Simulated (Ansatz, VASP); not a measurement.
## Sb: VASP beside Ansatz

```
CELL_PARAMETERS angstrom
0.00000 1.72704 1.72704
1.72704 0.00000 1.72704
1.72704 1.72704 0.00000
ATOMIC_POSITIONS crystal
Sb 0.00000 0.00000 0.00000
```

Change from the starting cell: volume scaled by 0.4, crystal datasets.

Alike in both runs: task single point; functional LDA; k mesh 15 × 15 × 15; occupations fermi-dirac, width 0.1 eV; no spin polarisation.

|  | VASP | Ansatz |
| --- | --- | --- |
| version | VASP 6.6.1 | Ansatz 0.2.0 |
| potentials or method | VASP PAW LDA potentials, release 64 (Sb), cutoff 500 eV | all-electron PAW with datasets made for the crystal, scalar-relativistic |

|  | VASP | Ansatz | Ansatz less VASP |
| --- | --- | --- | --- |
| pressure (GPa) | 556.8 | 527.4 | -29.40 |

LDA's correlation is that of Perdew and Zunger in VASP and of Perdew and Wang (1992) in Ansatz. Both programs put the cell under a high pressure, so it lies far from rest at this level. Ansatz ran all-electron here, and VASP with PAW potentials.

Spin-orbit coupling is off throughout. Noted on VASP's run: the cell as given lies far from equilibrium.
